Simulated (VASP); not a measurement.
Set up this calculation in VASP 6.6.1, as the native input.

```yaml
Task: single point
Functional: PBE
Potentials_or_basis: VASP PAW PBE potentials, release 64 (Mg, Si)
Cutoff: 600 eV
k_mesh: 11 × 11 × 11
Occupations: fermi-dirac, width 0.05 eV
Spin: no spin polarisation
Dipole_correction: no
Further_INCAR_settings: ALGO = Normal; EDIFF = 1e-06; NBANDS = 11
```

The structure of Mg2Si lies in POSCAR:

```
Mg2Si
1.0
    0.0000000000      3.1950000000      3.1950000000
    3.1950000000      0.0000000000      3.1950000000
    3.1950000000      3.1950000000      0.0000000000
Mg Si
2 1
Direct
    0.2500000000      0.2500000000      0.2500000000
    0.7500000000      0.7500000000      0.7500000000
    0.0000000000      0.0000000000      0.0000000000
```

The input as run:

INCAR

```
SYSTEM = Mg2Si
ALGO = Normal
EDIFF = 1E-6
ENCUT = 600
GGA = PE
GGA_COMPAT = .False.
ISIF = 2
ISMEAR = -1
LASPH = .True.
LCHARG = .True.
LELF = .True.
LREAL = .False.
LVHAR = .True.
LWAVE = .False.
NBANDS = 11
NELM = 120
PREC = Accurate
SIGMA = 0.05
```

KPOINTS

```
k-points
0
Gamma
  11 11 11
  0 0 0
```

Potentials or basis: VASP PAW PBE potentials, release 64 (Mg, Si).

Command:

```sh
$ cat potpaw_PBE.64/Mg/POTCAR potpaw_PBE.64/Si/POTCAR > POTCAR
$ mpirun -np 1 vasp_std > vasp.out
```

It gave:

```json
{
  "Pressure": "-0.8 GPa",
  "Band gap on the k mesh": "0.28 eV, indirect (least direct gap 1.77 eV)"
}
```

Wall time 39 s on 1 thread of Intel Xeon 6975P-C, with other jobs on the host, peak memory 0.23 GiB.
